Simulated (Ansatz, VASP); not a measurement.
# TiW3: VASP beside Ansatz

```
CELL_PARAMETERS angstrom
1.59891 -2.26127 0.00000
1.59891 2.26127 0.00000
0.00000 0.00000 8.96161
ATOMIC_POSITIONS crystal
Ti 0.50000 0.50000 0.50000
W 0.50000 0.50000 0.00000
W 0.00000 0.00000 0.24762
W 0.00000 0.00000 0.75238
```

Change from the starting cell: the structure that the rattled cell fell into.

Alike in both runs: task relaxation of cell and atoms; functional PBE; k mesh 6 × 6 × 2; occupations gaussian, width 0.1 eV; no spin polarisation.

|  | VASP | Ansatz |
| --- | --- | --- |
| version | VASP 6.6.1 | Ansatz 0.2.0 |
| potentials or method | VASP PAW PBE potentials, release 64 (Ti_sv, W_sv), cutoff 600 eV | scalar-relativistic, plane waves, PAW |
| valence electrons in the cell | 54 | 54 |

Ansatz gave:

- gap on the k mesh at the Fermi level, each at its own relaxed structure (eV): none
- relaxed volume (Å³/atom): 16.18
- relaxed cell length with the largest relative difference (Å): 8.970

Problem. Estimate VASP's values.

Solution. gap on the k mesh at the Fermi level, each at its own relaxed structure (eV): none; relaxed volume (Å³/atom): 16.20; relaxed cell length with the largest relative difference (Å): 8.980.

A gap of «none» marks a metal or a gap that the smearing closes.

The k mesh is coarse, so the values compare programs but aren't converged. Neither program's run includes spin-orbit coupling.
